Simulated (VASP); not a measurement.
Here is a VASP 6.6.1 calculation.

The input INCAR:

```
PREC     = Accurate       # precision mode
ENCUT    = 520            # plane-wave cutoff, eV
EDIFF    = 1E-6           # SCF threshold, eV
ISMEAR   = 0              # smearing method
SIGMA    = 0.15           # smearing width, eV
LREAL    = F              # projectors in reciprocal space
LASPH    = T              # aspherical terms in the spheres
NELM     = 60             # most SCF steps
ALGO     = Fast           # electronic algorithm
ISIF     = 2              # what is computed and relaxed
LWAVE    = F              # write WAVECAR
LCHARG   = F              # write CHGCAR
GGA      = PS             # functional
NBANDS   = 12             # bands
```

KPOINTS

```
Automatic mesh
0
Gamma
  22 22 22
```

File POSCAR:

```
Zn
1.0
   -2.4184678928      1.6717334649      1.6717334649
    1.6717334649     -2.4184678928      1.6717334649
    1.6717334649      1.6717334649     -2.4184678928
Zn
1
Direct
    0.0000000000      0.0000000000      0.0000000000
```

Potentials or basis: VASP PAW PBE potentials, release 64 (Zn).

Launch:

```bash
$ cat potpaw_PBE.64/Zn/POTCAR > POTCAR
$ mpirun -np 1 vasp_std > vasp.out
```

Q: What does it give for the pressure?

A: 153.9 GPa.

Q: Estimate the band gap on the k mesh.

A: Zero (band 6 reaches 8.79 eV, above the bottom of band 7 at -1.54 eV).

Stress tensor (GPa, compression positive):
```
153.87 159.63 159.63
159.63 153.87 159.63
159.63 159.63 153.87
```

Caveat: the PAW data sets were made with another functional, which shifts forces and pressure a little.
